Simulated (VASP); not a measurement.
Here is a VASP 6.6.1 calculation.

File INCAR:

```
SYSTEM = Re
ALGO = Fast
EDIFF = 1E-7
EDIFFG = -0.01
ENCUT = 600
GGA = PS
IBRION = 2
ISIF = 3
ISMEAR = 0
LASPH = .TRUE.
LCHARG = .FALSE.
LREAL = .FALSE.
LWAVE = .FALSE.
NELM = 100
NSW = 100
PREC = Accurate
SIGMA = 0.1
```

KPOINTS

```
k-points
0
G
  21 21 6
  0 0 0
```

File POSCAR:

```
Re
1.0
    2.7527875737      0.0000000000      0.0000000000
   -1.3763937868      2.3839839700      0.0000000000
    0.0000000000      0.0000000000      8.8756629599
Re
4
Direct
    0.0000000000      0.0000000000      0.0000000000
    0.3333333333      0.6666666667      0.2500000000
    0.0000000000      0.0000000000      0.5000000000
    0.6666666667      0.3333333333      0.7500000000
```

Potentials or basis: VASP PAW PBE potentials, release 64 (Re).

Command:

```bash
$ cat potpaw_PBE.64/Re/POTCAR > POTCAR
$ mpirun -np 1 vasp_std > vasp.out
```

(1) What does it give for the relaxed cell?

(2) Estimate the relaxed volume.

(3) Estimate the space group after relaxing (to 0.1 Å).

Results:

(1) a = 2.753 Å, b = 2.753 Å, c = 8.867 Å, α = 90.00°, β = 90.00°, γ = 120.00°.

(2) 14.55 Å³/atom.

(3) P6_3/mmc (No. 194).

Caveat: the PAW data sets were made with another functional, which shifts forces and pressure a little.
